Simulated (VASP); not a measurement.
Crystal: MnSb.

```
Sb Mn
1.0
     0.00000    2.79502    2.79502
     2.79502    0.00000    2.79502
     2.79502    2.79502    0.00000
Sb Mn
1 1
Direct
  0.50000 0.50000 0.50000
  0.00000 0.00000 0.00000
```

Base run:

- Program: VASP 6.6.1
- Functional: PBE
- Potentials or basis: VASP PAW PBE potentials, release 64 (Sb_d_GW, Mn_sv)
- Cutoff: 680 eV
- k mesh: 7 × 7 × 7
- Occupations: fermi-dirac, width 0.05 eV
- Spin: collinear spin, ferromagnetic start
- Starting moments: [0.0, 3.0] μB
- Fixed moment: 3 μB

Its results: pressure -5.1 GPa; site moments Sb -0.22; Mn +3.08 μB.

Problem. The run is repeated on the same cell with these changes: fixed moment from 3 μB to 4 μB; moments at the start from [0.0, 3.0] to [0.0, 4.0]. What comes out?

Solution. Pressure 0.4 GPa; site moments Sb -0.07; Mn +3.63 μB.

Caveats: the total moment is fixed, so each spin has its own Fermi level and the state may be an excited one; a cell with one magnetic atom can't hold antiferromagnetic order, which such compounds often take; the cell stands under tension (at least some runs).
